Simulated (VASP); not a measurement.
Ba, 2 atoms in the cell. It takes space group P6_3/mmc (No. 194, hexagonal). Conventional cell: a = 4.176 Å, b = 4.176 Å, c = 6.770 Å, α = 90.00°, β = 90.00°, γ = 120.00°. Ba (site symmetry -6m2) has 12 Ba at 4.16 to 4.18 Å within 5.5 Å. This isn't the form of Ba at room conditions, which is bcc.

| Property | Result |
| --- | --- |
| Program | VASP 6.6.1 |
| Task | single point |
| Functional | LDA |
| Potentials or basis | VASP PAW LDA potentials, release 64 (Ba_sv) |
| Cutoff | 500 eV |
| k mesh | 10 × 10 × 5 |
| Occupations | fermi-dirac, width 0.1 eV |
| Spin | no spin polarisation |
| Dipole correction | no |
| Further INCAR settings | ALGO = Normal; EDIFF = 1e-06; NBANDS = 17 |

Potentials or basis: VASP PAW LDA potentials, release 64 (Ba_sv).

Run with:

```sh
$ cat potpaw_LDA.64/Ba_sv/POTCAR > POTCAR
$ mpirun -np 1 vasp_std > vasp.out
```

Hardware: 1 thread of Intel(R) Xeon(R) 6975P-C (Granite Rapids), with other jobs on the host.

Problem. Estimate the wall time of this run.

Solution. It took 47 s on 1 thread of Intel(R) Xeon(R) 6975P-C (Granite Rapids), on a shared host, peak memory 0.19 GiB. Counts: scf iterations 11, k points 42.
